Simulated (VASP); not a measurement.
# B17SN17 (a cell with a defect) in VASP: further runs, part 3 of 4

VASP 6.6.1.

### Step 5. Single point, PBE, collinear spin

File INCAR:

```
ALGO = Normal
EDIFF = 1E-6
ENCUT = 520
GGA = PE
GGA_COMPAT = False
ISIF = 2
ISMEAR = 0
ISPIN = 2
ISYM = -1
LASPH = True
LCHARG = True
LELF = True
LORBIT = 11
LREAL = Auto
LVHAR = True
LWAVE = False
MAGMOM = 0 0.01 0 0.01 0 0 0 0.01 0 0 0 0 0 0 0.01 0 0 0.02 0 0.05 0 0.02 0 0.01 0.39 0 0.04 0 0.01 0 0.37 0 0.02 0 0.19
NBANDS = 98
NELM = 200
NUPDOWN = 2.0
PREC = Accurate
SIGMA = 0.01
```

File KPOINTS:

```
explicit points
1
Reciprocal
  0.25000000   0.25000000   0.25000000 1
```

File POSCAR:

```
B17SN17
1.0
    7.4650312800      0.0000000000      0.0000000000
   -3.7325156400      6.4649067300      0.0000000000
    0.0000000000      0.0000000000      6.4954828800
B N S
17 17 1
Direct
    0.1113488041      0.2205908292      0.2439454268
    0.2058751061      0.1065494132      0.7412913210
    0.1112052416      0.5536236151      0.2504722964
    0.2165636381      0.4415136457      0.7723533943
    0.1111089150      0.8871223747      0.2423811110
    0.2191065638      0.7775188338      0.7546237299
    0.4450142587      0.2213335338      0.2310253185
    0.5631535995      0.1068742090      0.7377617765
    0.4450233682      0.5539088275      0.2386126469
    0.4447198440      0.8871253159      0.2432446539
    0.5522042898      0.7731410778      0.7645638357
    0.7778922611      0.2205567132      0.2438535481
    0.8833145015      0.1047690798      0.7731138984
    0.7775741010      0.5539379847      0.2383792354
    0.8860922709      0.4407594349      0.7685595853
    0.7778502442      0.8870298281      0.2471227929
    0.8822839021      0.7724630636      0.7636495992
    0.1028873927      0.2184532507      0.7734452992
    0.2218197182      0.1096724545      0.2338823938
    0.1091913985      0.5556777281      0.7630131908
    0.2221005889      0.4429285004      0.2491370824
    0.1073181395      0.8876333963      0.7553078347
    0.2220116592      0.7763896183      0.2467868322
    0.5553825031      0.1096420856      0.2341232449
    0.4327652028      0.5576325266      0.7817562322
    0.5557817083      0.4438444160      0.2265585424
    0.4420795528      0.8878122800      0.7529572796
    0.5554510869      0.7766025032      0.2471280519
    0.7782015592      0.2180473661      0.7705941387
    0.8886811748      0.1098284506      0.2497036995
    0.7862173609      0.5563624606      0.7685719503
    0.8884432391      0.4430222677      0.2475852695
    0.7735446027      0.8844573676      0.7636232151
    0.8887685505      0.7766173642      0.2456333915
    0.4667755175      0.2723912828      0.6530051150
```

Potentials or basis: VASP PAW PBE potentials, release 64 (B, N, S).

The run is started by

```sh
> cat potpaw_PBE.64/B/POTCAR potpaw_PBE.64/N/POTCAR potpaw_PBE.64/S/POTCAR > POTCAR
> mpirun -np 1 vasp_std > vasp.out
```

OUTCAR:

```text
EDIFF = 1E-6
   ENCUT = 520
   GGA = PE
   ISIF = 2
   ISMEAR = 0
   ISPIN = 2
   ISYM = -1
   LASPH = True
   LORBIT = 11
   LREAL = Auto
   NELM = 200
   NUPDOWN = 2.0
   PREC = Accurate

 ion  position               nearest neighbor table
   1  0.111  0.221  0.244-  19 1.43  21 1.44  30 1.44
   2  0.206  0.107  0.741-  18 1.41  22 1.42  35 1.80
   3  0.111  0.554  0.250-  21 1.43  32 1.44  23 1.44
   4  0.217  0.442  0.772-  25 1.40  20 1.43  18 1.44
   5  0.111  0.887  0.242-  23 1.43  34 1.44  19 1.44
   6  0.219  0.778  0.755-  22 1.43  20 1.44  27 1.44
[... 16 lines left out ...]
  23  0.222  0.776  0.247-   5 1.43  10 1.44   3 1.44
  24  0.555  0.110  0.234-   7 1.44  10 1.44  12 1.44
  25  0.433  0.558  0.782-   4 1.40  11 1.40
  26  0.556  0.444  0.227-   9 1.43  14 1.44   7 1.44
[... 390 lines left out ...]
     -2.48177      5.73516      1.57438        -0.000249     -0.000901     -0.002778
     -1.26646      5.02659      4.90165         0.006761      0.000751      0.001119
[... 27 lines left out ...]
      3.73595      5.02076      1.59551        -0.000400      0.001125     -0.000628
      2.46779      1.76098      4.24158         0.000717     -0.044733      0.017580
 -----------------------------------------------------------------------------------
    total drift:                                0.004101      0.000360     -0.000343

  FREE ENERGIE OF THE ION-ELECTRON SYSTEM (eV)
  ---------------------------------------------------
  free  energy   TOTEN  =      -295.9435948046 eV

  energy  without entropy=     -295.9435948046  energy(sigma->0) =     -295.94359480

 total charge

# of ion       s       p       d       tot
------------------------------------------
    1        0.757   1.450   0.000   2.207
    2        0.755   1.420   0.000   2.175
    3        0.756   1.446   0.000   2.202
    4        0.766   1.478   0.000   2.244
    5        0.757   1.449   0.000   2.206
    6        0.755   1.442   0.000   2.197
[... 27 lines left out ...]
   34        1.231   2.811   0.000   4.043
   35        1.361   2.437   0.000   3.799
--------------------------------------------------
tot         35.264  74.520   0.000 109.784

 magnetization (x)

# of ion       s       p       d       tot
------------------------------------------
    1        0.000   0.001   0.000   0.001
    2        0.009   0.012   0.000   0.021
    3       -0.000   0.000   0.000   0.000
    4        0.001   0.009   0.000   0.010
    5       -0.000  -0.000   0.000  -0.000
    6       -0.000  -0.001   0.000  -0.002
[... 27 lines left out ...]
   34       -0.000  -0.000   0.000  -0.000
   35        0.037   0.225   0.000   0.262
--------------------------------------------------
tot          0.162   1.327   0.000   1.489
```

It took 1.7 min on 1 thread of Intel Xeon 6975P-C (Granite Rapids), shared host; peak memory 0.5 GiB.

Results:

| Property | Result |
| --- | --- |
| Free energy | -295.9436 eV |
| Pressure | 11.7 GPa |
| Largest force | 0.075 eV/Å |
| Net moment | 2.00 μB per cell |
| Site moments | B +0.00, +0.02, +0.01, -0.00 (each value once); N +0.02, +0.00, +0.06, -0.00, +0.01, +0.48, +0.04, +0.47, +0.03 (each value once); S +0.26 μB |
| Valence electrons inside the program's atomic spheres | B 2.21, 2.17, 2.20, 2.24, 2.23, 2.27 (each value once); N 4.07, 4.04, 4.03, 3.86, 4.05, 3.87, 4.06 (each value once); S 3.80 |

Forces on the atoms (eV/Å):
```
B    0.001  0.000 -0.001
B    0.064  0.035 -0.019
B    0.001  0.000 -0.001
B   -0.004 -0.017  0.007
B    0.000 -0.001 -0.003
B    0.007  0.001  0.001
B    0.002 -0.003 -0.010
B   -0.059  0.038 -0.013
B    0.001 -0.001 -0.002
B   -0.001  0.000 -0.002
B    0.009 -0.005  0.006
B   -0.001  0.000 -0.001
B    0.003  0.003  0.007
B    0.002 -0.002 -0.004
B   -0.002 -0.014  0.002
B    0.000  0.001  0.002
B   -0.007 -0.002  0.003
N    0.001  0.008  0.003
N    0.000  0.001 -0.001
N   -0.003 -0.001 -0.001
N   -0.001  0.002  0.000
N   -0.007  0.002  0.001
N    0.001  0.001  0.001
N   -0.001  0.000  0.005
N    0.012 -0.005  0.001
N   -0.001 -0.002 -0.008
N   -0.003  0.006 -0.001
N    0.000  0.000  0.002
N    0.001  0.006  0.004
N    0.000  0.001  0.000
N   -0.016 -0.005  0.002
N    0.001  0.002  0.001
N    0.001 -0.005  0.002
N    0.000  0.001 -0.001
S    0.001 -0.045  0.018
```

Caveat: the total moment is fixed, so each spin has its own Fermi level and the state may be an excited one.

### Step 6. Single point, PBE, collinear spin

File INCAR:

```
SYSTEM = B17SN17
ALGO = Normal ; EDIFF = 1E-6
ENCUT = 520 ; GGA = PE
GGA_COMPAT = .FALSE. ; ISIF = 2
ISMEAR = 0 ; ISPIN = 2
ISYM = -1 ; LASPH = .TRUE.
LCHARG = .FALSE. ; LORBIT = 11
LREAL = Auto ; LWAVE = .FALSE.
MAGMOM = 0.01 0.07 0.01 0.02 0 0.03 0.02 0.03 0.02 0.02 0 0 0.01 0 0.02 0 0.01 0.01 0 0.04 0.01 0.01 0 0.01 0.38 0 0.03 0 0.01 0.01 0.37 0 0.03 0 0.24 ; NBANDS = 98
NELECT = 143.0 ; NELM = 200
NUPDOWN = 3.0 ; PREC = Accurate
SIGMA = 0.01
```

KPOINTS is that of step 5.

File POSCAR:

```
B17SN17
1.0
    7.4650312800      0.0000000000      0.0000000000
   -3.7325156400      6.4649067300      0.0000000000
    0.0000000000      0.0000000000      6.4954828800
B N S
17 17 1
Direct
   -0.0044890463      0.1666452908      0.2458210197
    0.3363687959      0.1668208715      0.7686263727
   -0.0051849385      0.4997957694      0.2355298995
    0.3405760181      0.4994104648      0.7848731764
   -0.0047733148      0.8330404686      0.2423357438
    0.3422914386      0.8346139786      0.7655260900
    0.3291610369      0.1670484950      0.2227334457
    0.6857610476      0.1659049967      0.7395678482
    0.3287454636      0.4999028984      0.2388165313
    0.3288359044      0.8333699642      0.2379249414
    0.6768494486      0.8324105502      0.7683488999
    0.6619194323      0.1664631866      0.2310408871
    1.0091494760      0.1651478367      0.7806004250
    0.6614892540      0.4996456574      0.2286447088
    1.0093488799      0.4992026323      0.7717193302
    0.6614712013      0.8324451498      0.2466127641
    1.0074213671      0.8310877133      0.7668717909
    0.2283125035      0.2774366235      0.7901711985
    0.1060473496      0.0558572954      0.2418550267
    0.2322350870      0.6124381634      0.7727815912
    0.1049455147      0.3887971647      0.2464941886
    0.2318225948      0.9450948954      0.7678612174
    0.1055435057      0.7223721290      0.2410910085
    0.4395276312      0.0553291754      0.2285242126
    0.5584379846      0.6167240985      0.7842289062
    0.4387337043      0.3901327489      0.2265310787
    0.5664054654      0.9467649924      0.7591529554
    0.4393600364      0.7225017890      0.2456746334
    0.9022208638      0.2770616983      0.7727512790
    0.7721224208      0.0556709474      0.2474092405
    0.9085113445      0.6146059396      0.7624497233
    0.7724970528      0.3889263695      0.2204589039
    0.8986788808      0.9439865288      0.7670268488
    0.7723180720      0.7222191182      0.2451032584
    0.5844191358      0.3233578475      0.6356021837
```

Potentials or basis: VASP PAW PBE potentials, release 64 (B, N, S).

The run is started by

```sh
> cat potpaw_PBE.64/B/POTCAR potpaw_PBE.64/N/POTCAR potpaw_PBE.64/S/POTCAR > POTCAR
> mpirun -np 1 vasp_std > vasp.out
```

OUTCAR:

```text
SYSTEM = B17SN17
   EDIFF = 1E-6
   ENCUT = 520
   GGA = PE
   ISIF = 2
   ISMEAR = 0
   ISPIN = 2
   ISYM = -1
   LASPH = .TRUE.
   LORBIT = 11
   LREAL = Auto
   NELECT = 143.0
   NELM = 200
   NUPDOWN = 3.0
   PREC = Accurate

 ion  position               nearest neighbor table
   1  0.996  0.167  0.246-  19 1.43  21 1.44  30 1.44
   2  0.336  0.167  0.769-  18 1.42  22 1.43  35 1.84
   3  0.995  0.500  0.236-  21 1.43  23 1.44  32 1.44
   4  0.341  0.499  0.785-  25 1.41  20 1.43  18 1.44
   5  0.995  0.833  0.242-  23 1.43  19 1.44  34 1.44
   6  0.342  0.835  0.766-  22 1.43  20 1.44  27 1.45
[... 16 lines left out ...]
  23  0.106  0.722  0.241-   5 1.43   3 1.44  10 1.44
  24  0.440  0.055  0.229-  10 1.44   7 1.44  12 1.44
  25  0.558  0.617  0.784-  11 1.40   4 1.41
  26  0.439  0.390  0.227-   9 1.42  14 1.44   7 1.44
  27  0.566  0.947  0.759-   8 1.42   6 1.45  11 1.45
  28  0.439  0.723  0.246-  10 1.43  16 1.44   9 1.44
  29  0.902  0.277  0.773-  13 1.42   8 1.42  15 1.44
  30  0.772  0.056  0.247-  12 1.43  16 1.44   1 1.44
  31  0.909  0.615  0.762-  15 1.40  17 1.40
  32  0.772  0.389  0.220-  14 1.43  12 1.44   3 1.44
  33  0.899  0.944  0.767-  13 1.43  17 1.43  11 1.43
  34  0.772  0.722  0.245-  16 1.43   5 1.44  14 1.44
  35  0.584  0.323  0.636-   8 1.82   2 1.84

IMPORTANT INFORMATION: All symmetrisations will be switched off!
NOSYMM: (Re-)initialisation of all symmetry stuff for point group C_1.

----------------------------------------------------------------------------------------

                                     Primitive cell

  volume of cell :     313.4768

  direct lattice vectors                    reciprocal lattice vectors
     7.465031280  0.000000000  0.000000000     0.133957912  0.077340636  0.000000000
    -3.732515640  6.464906730  0.000000000     0.000000000  0.154681273  0.000000000
[... 173 lines left out ...]
      5     -14.1975      1.00000
      6     -13.6923      1.00000
[... 75 lines left out ...]
     82       9.2423      0.00000
     83       9.4471      0.00000
 Fermi energy:         2.7186792036

 spin component 2

 k-point     1 :       0.2500    0.2500    0.2500
  band No.  band energies     occupation
      1     -14.8827      1.00000
      2     -14.5394      1.00000
      3     -14.3749      1.00000
      4     -14.3102      1.00000
      5     -14.1060      1.00000
      6     -13.5115      1.00000
[... 75 lines left out ...]
     82       9.4083      0.00000
     83       9.5985      0.00000
 [bands above 83 left out]

------------------------ aborting loop because EDIFF is reached ----------------------------------------

  FORCE on cell =-STRESS in cart. coord.  units (eV):
  Direction    XX          YY          ZZ          XY          YZ          ZX
  --------------------------------------------------------------------------------------
  -------------------------------------------------------------------------------------
  Total       38.0304989     32.6108479     17.6007976     -0.6354827     -0.6443637     -0.2145432
  in kB      194.3735951    166.6737993     89.9575446     -3.2479472     -3.2933378     -1.0965284
  external PRESSURE =     150.3349796 kB  Pullay stress =       0.0000000 kB

 VOLUME and BASIS-vectors are now :
 -----------------------------------------------------------------------------
  energy-cutoff  :      520.00
  volume of cell :      313.48
      direct lattice vectors                 reciprocal lattice vectors
     7.465031280  0.000000000  0.000000000     0.133957912  0.077340636  0.000000000
    -3.732515640  6.464906730  0.000000000     0.000000000  0.154681273  0.000000000
     0.000000000  0.000000000  6.495482880     0.000000000  0.000000000  0.153953142

 POSITION                                       TOTAL-FORCE (eV/Angst)
 -----------------------------------------------------------------------------------
      6.80951      1.07735      1.59673         0.001590     -0.001706      0.004565
      1.88834      1.07848      4.99260         0.059608      0.016112      0.013636
      5.56083      3.23113      1.52988         0.003242     -0.003795      0.001666
      0.67835      3.22864      5.09813         0.008384     -0.024675      0.000977
      4.32006      5.38553      1.57409         0.003304      0.004835      0.002396
     -0.55999      5.39570      4.97246        -0.007606      0.009483     -0.002175
[... 27 lines left out ...]
      3.06968      4.66908      1.59206        -0.000780      0.001129     -0.000484
      3.15577      2.09048      4.12854         0.015510     -0.015070      0.006383
 -----------------------------------------------------------------------------------
    total drift:                               -0.002849      0.000261     -0.004860

  FREE ENERGIE OF THE ION-ELECTRON SYSTEM (eV)
  ---------------------------------------------------
  free  energy   TOTEN  =      -289.4986845395 eV

  energy  without entropy=     -289.4986845395  energy(sigma->0) =     -289.49868454

 total charge

# of ion       s       p       d       tot
------------------------------------------
    1        0.757   1.465   0.000   2.222
    2        0.729   1.425   0.000   2.153
    3        0.756   1.467   0.000   2.223
    4        0.765   1.494   0.000   2.259
    5        0.758   1.462   0.000   2.219
    6        0.751   1.478   0.000   2.229
[... 27 lines left out ...]
   34        1.232   2.813   0.000   4.044
   35        1.364   2.424   0.000   3.788
--------------------------------------------------
tot         35.228  74.726   0.000 109.953

 magnetization (x)

# of ion       s       p       d       tot
------------------------------------------
    1        0.001   0.014   0.000   0.015
    2        0.018   0.126   0.000   0.144
    3        0.002   0.022   0.000   0.024
    4        0.003   0.030   0.000   0.033
    5        0.001   0.007   0.000   0.008
    6        0.005   0.061   0.000   0.066
[... 27 lines left out ...]
   34       -0.000   0.004   0.000   0.004
   35        0.029   0.303   0.000   0.332
--------------------------------------------------
tot          0.183   1.765   0.000   1.949
```

OSZICAR:

```text
N       E                     dE             d eps       ncg     rms          rms(c)
DAV:   1     0.707931677785E+03    0.70793E+03   -0.73173E+04   392   0.137E+03
DAV:   2    -0.258813895349E+03   -0.96675E+03   -0.92438E+03   492   0.321E+02
DAV:   3    -0.319776669675E+03   -0.60963E+02   -0.60404E+02   480   0.821E+01
DAV:   4    -0.320843075609E+03   -0.10664E+01   -0.10645E+01   488   0.114E+01
DAV:   5    -0.320866185718E+03   -0.23110E-01   -0.23094E-01   464   0.157E+00    0.353E+01
DAV:   6    -0.292468715066E+03    0.28397E+02   -0.10196E+02   448   0.279E+01    0.183E+01
DAV:   7    -0.290288177040E+03    0.21805E+01   -0.77839E+00   448   0.960E+00    0.108E+01
DAV:   8    -0.289545323794E+03    0.74285E+00   -0.24012E+00   448   0.477E+00    0.521E+00
DAV:   9    -0.289482058972E+03    0.63265E-01   -0.36070E-01   464   0.224E+00    0.231E+00
DAV:  10    -0.289496162667E+03   -0.14104E-01   -0.90434E-02   456   0.945E-01    0.957E-01
DAV:  11    -0.289496838816E+03   -0.67615E-03   -0.15521E-02   464   0.495E-01    0.423E-01
DAV:  12    -0.289498164889E+03   -0.13261E-02   -0.65488E-03   448   0.271E-01    0.198E-01
DAV:  13    -0.289498441108E+03   -0.27622E-03   -0.10268E-03   464   0.114E-01    0.931E-02
DAV:  14    -0.289498570139E+03   -0.12903E-03   -0.31185E-04   432   0.602E-02    0.584E-02
DAV:  15    -0.289498647888E+03   -0.77749E-04   -0.64424E-05   440   0.260E-02    0.272E-02
DAV:  16    -0.289498680753E+03   -0.32865E-04   -0.29694E-05   432   0.192E-02    0.967E-03
DAV:  17    -0.289498683793E+03   -0.30400E-05   -0.36975E-06   464   0.742E-03    0.453E-03
DAV:  18    -0.289498684540E+03   -0.74631E-06   -0.11047E-06   288   0.345E-03
   1 F= -.28949868E+03 E0= -.28949868E+03  d E =-.523136E-62  mag=     3.0000
```

stdout:

```text
POSCAR found type information on POSCAR B N S
 POSCAR found :  3 types and      35 ions
 scaLAPACK will be used
 LDA part: xc-table for (Slater+PW92), standard interpolation
 POSCAR, INCAR and KPOINTS ok, starting setup
 FFT: planning ... GRIDC
 FFT: planning ... GRID_SOFT
 FFT: planning ... GRID
 WAVECAR not read
 entering main loop
 the old and the new charge density differ
 old charge density:   142.00000 new  143.00000
    0.353E+01
```

Run time: 1.9 min. Hardware: 1 thread of Intel Xeon 6975P-C (Granite Rapids), shared host; peak memory 0.5 GiB.

Results:

| Quantity | Value |
| --- | --- |
| Free energy | -289.4987 eV |
| Largest force | 0.072 eV/Å |
| Net moment | 3.00 μB per cell |
| Site moments | B +0.01, +0.14, +0.02, +0.03, +0.07, +0.06, +0.00 (each value once); N +0.01, -0.00, +0.04, +0.00, +0.48, +0.46, +0.03 (each value once); S +0.33 μB |
| Valence electrons inside the program's atomic spheres | B 2.22, 2.15, 2.26, 2.23, 2.20, 2.17, 2.24, 2.28, 2.25 (each value once); N 4.06, 4.04, 4.03, 3.86, 4.05, 4.02, 4.07, 3.87 (each value once); S 3.79 |

Forces in eV/Å, atoms in the order of the input:
```
B    0.002 -0.002  0.005
B    0.060  0.016  0.014
B    0.003 -0.004  0.002
B    0.008 -0.025  0.001
B    0.003  0.005  0.002
B   -0.008  0.009 -0.002
B    0.010 -0.004 -0.015
B   -0.064  0.033 -0.006
B    0.005  0.001  0.000
B    0.007  0.005  0.001
B    0.009 -0.006  0.001
B    0.002 -0.006 -0.009
B    0.005  0.013  0.002
B    0.003 -0.005 -0.004
B   -0.003 -0.021 -0.001
B   -0.003  0.002  0.003
B    0.005 -0.004 -0.001
N   -0.019  0.005 -0.001
N   -0.004 -0.003 -0.002
N    0.004  0.010  0.003
N   -0.003 -0.002  0.000
N   -0.007 -0.002 -0.003
N    0.001 -0.003 -0.001
N   -0.005  0.001  0.010
N    0.011 -0.002  0.004
N   -0.004  0.005  0.003
N    0.002  0.002 -0.004
N   -0.006  0.000  0.000
N   -0.004  0.003  0.005
N    0.001 -0.001 -0.002
N   -0.017 -0.007 -0.006
N   -0.002  0.007 -0.004
N   -0.008 -0.007 -0.001
N   -0.001  0.001  0.000
S    0.016 -0.015  0.006
```

Caveat: the cell carries a net charge on a neutralising background, which shifts energy and pressure; the cell is charged against a uniform background, so pressure and absolute levels hang on convention; the moment is held away from its start; the total moment is fixed, so each spin has its own Fermi level and the state may be an excited one.

(Continued in part 4 of 4.)
